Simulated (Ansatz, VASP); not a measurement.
Two plane-wave programs on TiAl

```xyz
2
Lattice="3.1587 0.0518 -0.0333 0.0518 3.1430 -0.0018 -0.0333 -0.0018 3.2123" Properties=species:S:1:pos:R:3 pbc="T T T"
Ti    0.0000    0.0000    0.0000
Al    1.5886    1.5965    1.5886
```

Change from the starting cell: cell sheared at random, sigma 0.01, atoms nudged by 0.01 Å; relaxed back.

Alike in both runs: functional r2SCAN; k mesh 10 × 10 × 10; occupations gaussian, width 0.15 eV; no spin polarisation.

Ansatz relaxed the structure, and its values are those at the end. VASP's run is a single point on that final structure, the one shown.

|  | VASP | Ansatz |
| --- | --- | --- |
| version | VASP 6.6.1 | Ansatz 0.2.0 |
| potentials or method | VASP PAW PBE potentials, release 64 (Ti_sv, Al), cutoff 520 eV | scalar-relativistic, plane waves, PAW |
| valence electrons in the cell | 15 | 15 |

Ansatz gave:

* gap on the k mesh at the Fermi level (eV): none
* pressure (GPa): 0.3

Question: Estimate VASP's values.

Answer: gap on the k mesh at the Fermi level (eV): none; pressure (GPa): 0.4.

VASP's potentials were made for PBE, not for r2SCAN. A gap of «none» marks a metal or a gap that the smearing closes. Ansatz's warnings: stress scf threshold loose.
